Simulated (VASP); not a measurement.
Wanted: the native input for a VASP 6.6.1 run.

```
Task                   : single point
Functional             : PBE
Potentials or basis    : VASP PAW PBE potentials, release 64 (Ga_d, Si, S)
Cutoff                 : 520 eV
k mesh                 : 6 × 6 × 4
Occupations            : gaussian, width 0.1 eV
Spin                   : no spin polarisation
Dipole correction      : no
Further INCAR settings : ALGO = Normal; EDIFF = 1e-06; NBANDS = 28
```

The structure of GaSi3S2 lies in POSCAR:

```
GaSi3S2
1.0
    8.1306258666      0.0000000000      0.0000000000
   -4.0653129333      7.0413285492      0.0000000000
    0.0000000000      0.0000000000      2.4927121513
Ga Si S
1 3 2
Direct
    0.0000000000      0.0000000000      0.0000000000
    0.5000000000      0.0000000000      0.5000000000
    0.0000000000      0.5000000000      0.5000000000
    0.5000000000      0.5000000000      0.5000000000
    0.3333333333      0.6666666667      0.5000000000
    0.6666666667      0.3333333333      0.5000000000
```

The input as run:

INCAR

```
  ALGO = Normal
  EDIFF = 1E-6
  ENCUT = 520
  GGA = PE
  ISIF = 2
  ISMEAR = 0
  LASPH = T
  LCHARG = F
  LREAL = F
  LWAVE = F
  NBANDS = 28
  NELM = 60
  PREC = Accurate
  SIGMA = 0.1
```

KPOINTS

```
k-points
0
Gamma
  6 6 4
```

Potentials or basis: VASP PAW PBE potentials, release 64 (Ga_d, Si, S).

Launch:

```bash
$ cat potpaw_PBE.64/Ga_d/POTCAR potpaw_PBE.64/Si/POTCAR potpaw_PBE.64/S/POTCAR > POTCAR
$ mpirun -np 1 vasp_std > vasp.out
```

It gave:

```json
{
 "Pressure": "0.0 GPa"
}
```

Caveat: the k points lie up to 0.63 Å⁻¹ apart.

Run time: 57 s on 1 thread of Intel Xeon 6975P-C, with other jobs on the host, peak memory 0.29 GiB.
